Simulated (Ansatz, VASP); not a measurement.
# Cd: VASP beside Ansatz

```xyz
6
Lattice="3.0188 0.0000 0.0000 -1.5094 2.6144 0.0000 0.0000 0.0000 17.4608" Properties=species:S:1:pos:R:3 pbc="T T T"
Cd    0.0000    0.0000    0.0000
Cd    0.0000    1.7429    2.9015
Cd    0.0000    0.0000    5.8156
Cd    1.5094    0.8715    8.7304
Cd    0.0000    0.0000   11.6452
Cd    0.0000    1.7429   14.5593
```

Alike in both runs: functional PBE; k mesh 18 × 18 × 3; occupations gaussian, width 0.1 eV; no spin polarisation.

Ansatz relaxed the structure, and its values are those at the end. VASP's run is a single point on that final structure, the one shown.

|  | VASP | Ansatz |
| --- | --- | --- |
| version | VASP 6.6.1 | Ansatz 0.2.0 |
| potentials or method | VASP PAW PBE potentials, release 64 (Cd), cutoff 520 eV | scalar-relativistic, plane waves, PAW |
| valence electrons in the cell | 72 | 120 |

|  | VASP | Ansatz | Ansatz less VASP |
| --- | --- | --- | --- |
| gap on the k mesh at the Fermi level (eV) | none | none | - |
| pressure (GPa) | 0.3 | 0.0 | -0.26 |

A gap of «none» marks a metal or a gap that the smearing closes. With one functional, cell and mesh, what is left measures potentials, basis and numerics. VASP's potentials hold 72 valence electrons a cell and Ansatz's 120, so a difference there can come from the potentials and not from the codes.
